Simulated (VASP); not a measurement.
Write the native input for VASP 6.6.1 that does the following.

```
Task                   : single point
Functional             : LDA
Potentials or basis    : VASP PAW LDA potentials, release 64 (C_h)
Cutoff                 : 910 eV
k mesh                 : 12 × 12 × 12
Occupations            : gaussian, width 0.05 eV
Spin                   : no spin polarisation
Dipole correction      : no
Second run             : hard_potentials
Further INCAR settings : ALGO = Normal; EDIFF = 1e-06; NBANDS = 11
```

The structure of C lies in POSCAR:

```
C
1.0
    0.0000000000      2.0306356226      1.7657701066
    1.5009045906      0.0000000000      1.7657701066
    1.5009045906      2.0306356226      0.0000000000
C
2
Direct
    0.5000000000      0.5000000000      0.5000000000
    0.7500000000      0.7500000000      0.7500000000
```

This cell differs from its parent crystal: strain +e along x and -e along y -0.1500, strain +e along z and -e/2 along x and y +0.0000.

These files were run (other wordings do the same):

INCAR

```
PREC     = Accurate       # precision mode
ENCUT    = 910            # plane-wave cutoff, eV
EDIFF    = 1E-6           # SCF threshold, eV
ISMEAR   = 0              # smearing method
SIGMA    = 0.05           # smearing width, eV
LREAL    = False          # projectors in reciprocal space
LASPH    = True           # aspherical terms in the spheres
NELM     = 120            # most SCF steps
ALGO     = Normal         # electronic algorithm
ISIF     = 2              # what is computed and relaxed
LWAVE    = False          # write WAVECAR
LCHARG   = False          # write CHGCAR
NBANDS   = 11             # bands
GGA_COMPAT= False
```

KPOINTS

```
regular mesh
0
Gamma
  12 12 12
```

Potentials or basis: VASP PAW LDA potentials, release 64 (C_h).

Run with:

```sh
$ cat potpaw_LDA.64/C_h/POTCAR > POTCAR
$ mpirun -np 1 vasp_std > vasp.out
```

Results of the run:

```
Pressure               : 13.0 GPa
Band gap on the k mesh : zero (band 4 reaches 13.89 eV, above the bottom of band 5 at 12.53 eV)
```

Caveat: the cell differs from its parent crystal (strain +e along x and -e along y -0.1500, strain +e along z and -e/2 along x and y +0.0000); the cutoff is under 1.25 times the usual one of these potentials, so pressure, stress and relaxed cells hold a basis-set (Pulay) error.

Wall time 30 s on 1 thread of AMD EPYC 9R45 96-Core Processor (Zen 5), with other jobs on the host, peak memory 0.14 GiB.
